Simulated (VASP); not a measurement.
# Rb2NaCrP6 (Fm-3m) in VASP: single point with PBE

Aim: the single point of Rb2NaCrP6 with PBE.

Program: VASP 6.6.1. These are calculated values, not measurements. Logs are shortened: lines on timing, memory, paths and dates and some standing lists are left out, and cuts for length are marked.

## (1) The cell of the first run

It takes space group Fm-3m (No. 225, cubic). Conventional cell: a = 9.104 Å, b = 9.104 Å, c = 9.104 Å, α = 90.00°, β = 90.00°, γ = 90.00°. P (site symmetry 4mm) has 1 Cr at 2.00 Å and 1 Na at 2.55 Å within 2.7 Å. Rb (site symmetry -43m) has 12 P at 3.23 Å and 4 Na at 3.94 Å and 4 Cr at 3.94 Å within 4.2 Å. Within 3.4 Å of Na (site symmetry m-3m) lie 6 P at 2.55 Å. Within 2.7 Å of Cr (site symmetry m-3m) lie 6 P at 2.00 Å.

## (2) Single point, PBE

INCAR reads:

```
SYSTEM = Rb2NaCrP6
PREC = Accurate ; ENCUT = 520
EDIFF = 1E-7 ; ISMEAR = -1
SIGMA = 0.1 ; LREAL = .False.
LASPH = .True. ; NELM = 60
ALGO = Normal ; ISIF = 2
LWAVE = .False. ; LCHARG = .False.
GGA = PE ; NBANDS = 44
```

KPOINTS reads:

```
regular mesh
0
Gamma
  7 7 7
  0 0 0
```

POSCAR reads:

```
Rb2NaCrP6
1.0
    0.0000000000      4.5519080000      4.5519080000
    4.5519080000      0.0000000000      4.5519080000
    4.5519080000      4.5519080000      0.0000000000
P Rb Na Cr
6 2 1 1
Direct
    0.7800000000      0.2200000000      0.2200000000
    0.2200000000      0.7800000000      0.2200000000
    0.2200000000      0.7800000000      0.7800000000
    0.7800000000      0.2200000000      0.7800000000
    0.2200000000      0.2200000000      0.7800000000
    0.7800000000      0.7800000000      0.2200000000
    0.2500000000      0.2500000000      0.2500000000
    0.7500000000      0.7500000000      0.7500000000
    0.5000000000      0.5000000000      0.5000000000
    0.0000000000      0.0000000000      0.0000000000
```

Potentials or basis: VASP PAW PBE potentials, release 64 (P, Rb_sv, Na_pv, Cr_pv).

The run is started by

```console
cat potpaw_PBE.64/P/POTCAR potpaw_PBE.64/Rb_sv/POTCAR potpaw_PBE.64/Na_pv/POTCAR potpaw_PBE.64/Cr_pv/POTCAR > POTCAR
mpirun -np 1 vasp_std > vasp.out
```

OUTCAR:

```text
SYSTEM = Rb2NaCrP6
   PREC = Accurate
   ENCUT = 520
   EDIFF = 1E-7
   ISMEAR = -1
   LREAL = .False.
   LASPH = .True.
   NELM = 60
   ISIF = 2
   GGA = PE

 ion  position               nearest neighbor table
   1  0.780  0.220  0.220-  10 2.00   9 2.55   5 2.83   6 2.83   2 2.83   4 2.83   7 3.23   8 3.23
                             8 3.23   7 3.23
   2  0.220  0.780  0.220-  10 2.00   9 2.55   5 2.83   6 2.83   1 2.83   3 2.83   7 3.23   8 3.23
                             8 3.23   7 3.23
   3  0.220  0.780  0.780-  10 2.00   9 2.55   5 2.83   6 2.83   2 2.83   4 2.83   8 3.23   8 3.23
                             7 3.23   7 3.23
   4  0.780  0.220  0.780-  10 2.00   9 2.55   5 2.83   6 2.83   1 2.83   3 2.83   8 3.23   8 3.23
                             7 3.23   7 3.23
   5  0.220  0.220  0.780-  10 2.00   9 2.55   3 2.83   4 2.83   1 2.83   2 2.83   7 3.23   8 3.23
                             8 3.23   7 3.23
   6  0.780  0.780  0.220-  10 2.00   9 2.55   3 2.83   4 2.83   1 2.83   2 2.83   8 3.23   8 3.23
                             7 3.23   7 3.23
   7  0.250  0.250  0.250-   1 3.23   4 3.23   6 3.23   2 3.23   3 3.23   6 3.23   3 3.23   4 3.23
                             5 3.23   1 3.23   2 3.23   5 3.23  10 3.94  10 3.94  10 3.94   9 3.94
   8  0.750  0.750  0.750-   3 3.23   4 3.23   6 3.23   1 3.23   2 3.23   6 3.23   1 3.23   4 3.23
                             5 3.23   2 3.23   3 3.23   5 3.23   9 3.94  10 3.94  10 3.94   9 3.94
   9  0.500  0.500  0.500-   1 2.55   2 2.55   3 2.55   4 2.55   5 2.55   6 2.55   7 3.94   7 3.94
                             7 3.94   8 3.94   8 3.94   8 3.94   8 3.94   7 3.94
  10  0.000  0.000  0.000-   1 2.00   2 2.00   3 2.00   4 2.00   5 2.00   6 2.00   8 3.94   8 3.94
                             8 3.94   7 3.94   7 3.94   7 3.94   8 3.94   7 3.94

  LATTYP: Found a face centered cubic cell.
 ALAT       =     9.1038160000

  Lattice vectors:

 A1 = (   0.0000000000,   4.5519080000,   4.5519080000)
 A2 = (   4.5519080000,   0.0000000000,   4.5519080000)
 A3 = (   4.5519080000,   4.5519080000,   0.0000000000)

Analysis of symmetry for initial positions (statically):
=====================================================================
 Subroutine PRICEL returns:
 Original cell was already a primitive cell.

 Routine SETGRP: Setting up the symmetry group for a
 face centered cubic supercell.

 Subroutine GETGRP returns: Found 48 space group operations
 (whereof 48 operations were pure point group operations)
 out of a pool of 48 trial point group operations.

The static configuration has the point symmetry O_h .

[... 125 lines left out ...]
   EDIFFG = 0.1E-05   stopping-criterion for IOM
   NSW    =      0    number of steps for IOM
   IBRION =     -1    ionic relax: 0-MD 1-quasi-New 2-CG
   NFREE  =      0    steps in history (QN), initial steepest desc. (CG)
   ISIF   =      2    stress and relaxation
   ISYM   =      2    0-nonsym 1-usesym 2-fastsym
   POTIM  = 0.5000    time-step for ionic-motion
   TEBEG  =    0.0;   TEEND  =   0.0 temperature during run
   PSTRESS=    0.0 pullay stress
   NELECT =      67.0000    total number of electrons
   NUPDOWN=      -1.0000    fix difference up-down
   EMIN   =  10.00;   EMAX   =-10.00  energy-range for DOS
   EFERMI =   0.00;   METHOD = LEGACY
   ISMEAR =    -1;   SIGMA  =   0.10  broadening in eV -4-tet -1-fermi 0-gaus
   EFERMI_NEDOS =   21; number of points for ismear=-14 and -15
   IALGO  =     38    algorithm
   IMIX   =      4    mixing-type and parameters
     AMIX     =   0.40;   BMIX     =  1.00
     AMIX_MAG =   1.60;   BMIX_MAG =  1.00
  volume/ion in A,a.u.               =      18.86       127.29
  Fermi-wavevector in a.u.,A,eV,Ry     =   1.159390  2.190930 18.288756  1.344186
  Thomas-Fermi vector in A             =   2.295983
   LORBIT       =      0    0 simple, 1 ext, 2 COOP (PROOUT), +10 PAW based schemes
   GGA     = PE    functional components
[... 5 lines left out ...]
 non-spin polarized calculation
  energy-cutoff  :      520.00
  volume of cell :      188.63
 maximum number of plane-waves:      5099
   NGX = 23   NGY = 23   NGZ = 23

 number of electron      67.0000003 magnetization

 Free energy of the ion-electron system (eV)
  ---------------------------------------------------
  ext. energy  EPLUGINS =         0.00000000
  ---------------------------------------------------
  free energy    TOTEN  =       -37.99566378 eV

  energy without entropy =      -37.86290214  energy(sigma->0) =      -37.92928296

 E-fermi :   5.3728     XC(G=0): -10.0940

 val. band max:        5.3703842181   @ k =   0.4286   0.4286   0.0000
 cond. band min:       5.3741090204   @ k =   0.1429   0.1429   0.0000
 fundamental gap:      0.0037248023
 Fermi energy:         5.3728162069

 k-point     1 :       0.0000    0.0000    0.0000
  band No.  band energies     occupation
      1     -38.0465      2.00000
      2     -38.0465      2.00000
      3     -38.0465      2.00000
      4     -21.0290      2.00000
      5     -20.9986      2.00000
      6     -17.8741      2.00000
[... 929 lines left out ...]
     43      10.0191      0.00000
     44      10.9149      0.00000

------------------------ aborting loop because EDIFF is reached ----------------------------------------

  FORCE on cell =-STRESS in cart. coord.  units (eV):
  Direction    XX          YY          ZZ          XY          YZ          ZX
  --------------------------------------------------------------------------------------
  -------------------------------------------------------------------------------------
  Total       27.1962758     27.1962758     27.1962758      0.0000000      0.0000000      0.0000000
  in kB      230.9987320    230.9987320    230.9987320      0.0000000      0.0000000      0.0000000
  external PRESSURE =     230.9987320 kB  Pullay stress =       0.0000000 kB

 VOLUME and BASIS-vectors are now :
 -----------------------------------------------------------------------------
  energy-cutoff  :      520.00
  volume of cell :      188.63
      direct lattice vectors                 reciprocal lattice vectors
     0.000000000  4.551908000  4.551908000    -0.109844048  0.109844048  0.109844048
     4.551908000  0.000000000  4.551908000     0.109844048 -0.109844048  0.109844048
     4.551908000  4.551908000  0.000000000     0.109844048  0.109844048 -0.109844048

 POSITION                                       TOTAL-FORCE (eV/Angst)
 -----------------------------------------------------------------------------------
      2.00284      4.55191      4.55191         3.637198      0.000000     -0.000000
      4.55191      2.00284      4.55191         0.000000      3.637198     -0.000000
      7.10098      4.55191      4.55191        -3.637198      0.000000     -0.000000
      4.55191      7.10098      4.55191         0.000000     -3.637198     -0.000000
      4.55191      4.55191      2.00284         0.000000      0.000000      3.637198
      4.55191      4.55191      7.10098         0.000000      0.000000     -3.637198
      2.27595      2.27595      2.27595         0.000000      0.000000     -0.000000
      6.82786      6.82786      6.82786         0.000000      0.000000     -0.000000
      4.55191      4.55191      4.55191         0.000000      0.000000     -0.000000
      0.00000      0.00000      0.00000         0.000000      0.000000     -0.000000
 -----------------------------------------------------------------------------------
    total drift:                               -0.000000     -0.000000     -0.000000

  FREE ENERGIE OF THE ION-ELECTRON SYSTEM (eV)
  ---------------------------------------------------
  free  energy   TOTEN  =       -37.9956637776 eV

  energy  without entropy=      -37.8629021420  energy(sigma->0) =      -37.92928296
```

OSZICAR:

```text
N       E                     dE             d eps       ncg     rms          rms(c)
DAV:   1     0.543860344624E+03    0.54386E+03   -0.31052E+04  1888   0.144E+03
DAV:   2     0.143214689216E+02   -0.52954E+03   -0.50558E+03  1868   0.349E+02
DAV:   3    -0.369343074924E+02   -0.51256E+02   -0.49045E+02  2360   0.112E+02
DAV:   4    -0.397205690192E+02   -0.27863E+01   -0.27593E+01  2504   0.227E+01
DAV:   5    -0.398621938902E+02   -0.14162E+00   -0.14143E+00  2584   0.413E+00    0.317E+01
DAV:   6    -0.403932355077E+02   -0.53104E+00   -0.19034E+01  2044   0.276E+01    0.165E+01
DAV:   7    -0.400378034484E+02    0.35543E+00   -0.30534E+01  2200   0.459E+01    0.195E+01
DAV:   8    -0.383132104031E+02    0.17246E+01   -0.32942E+00  1936   0.114E+01    0.682E+00
DAV:   9    -0.379934629478E+02    0.31975E+00   -0.11498E+00  2244   0.695E+00    0.172E+00
DAV:  10    -0.379964932394E+02   -0.30303E-02   -0.71836E-02  1900   0.134E+00    0.838E-01
DAV:  11    -0.379977252459E+02   -0.12320E-02   -0.19772E-02  2016   0.919E-01    0.907E-01
DAV:  12    -0.379958864405E+02    0.18388E-02   -0.44071E-03  2056   0.477E-01    0.299E-01
DAV:  13    -0.379957377905E+02    0.14865E-03   -0.79398E-04  2444   0.136E-01    0.110E-01
DAV:  14    -0.379956626403E+02    0.75150E-04   -0.26706E-04  2076   0.109E-01    0.624E-02
DAV:  15    -0.379956663081E+02   -0.36678E-05   -0.56716E-05  2464   0.342E-02    0.377E-02
DAV:  16    -0.379956640242E+02    0.22839E-05   -0.56897E-06  2272   0.131E-02    0.152E-02
DAV:  17    -0.379956636787E+02    0.34542E-06   -0.32031E-06  2300   0.108E-02    0.306E-03
DAV:  18    -0.379956637776E+02   -0.98837E-07   -0.29991E-07  1608   0.222E-03
   1 F= -.37995664E+02 E0= -.37929283E+02  d E =-.132762E+00
```

stdout:

```text
POSCAR found type information on POSCAR P RbNaCr
 POSCAR found :  4 types and      10 ions
 scaLAPACK will be used
 LDA part: xc-table for (Slater+PW92), standard interpolation
 POSCAR, INCAR and KPOINTS ok, starting setup
 FFT: planning ... GRIDC
 FFT: planning ... GRID_SOFT
 FFT: planning ... GRID
 WAVECAR not read
 entering main loop
```

Run time: 4.2 min. Hardware: 1 thread of Intel Xeon 6975P-C, shared host; peak memory 0.42 GiB.

Results:

```yaml
Free_energy: -37.9957 eV
Pressure: 23.1 GPa
Largest_force: 3.637 eV/Å
```

Forces on the atoms (eV/Å):
```
P    3.637  0.000  0.000
P    0.000  3.637  0.000
P   -3.637  0.000  0.000
P    0.000 -3.637  0.000
P    0.000  0.000  3.637
P    0.000  0.000 -3.637
Rb   0.000  0.000  0.000
Rb   0.000  0.000  0.000
Na   0.000  0.000  0.000
Cr   0.000  0.000  0.000
```

Levels at points of the mesh, in eV from the Fermi level:
```csv
k point,band 31,band 32,band 33,band 34,band 35,band 36
"(0.00, 0.00, 0.00)",-0.31,-0.31,0.15,0.15,0.15,1.96
```

Caveat: forces of over 1 eV/Å act on the atoms, so gaps and moduli don't describe the material at rest.
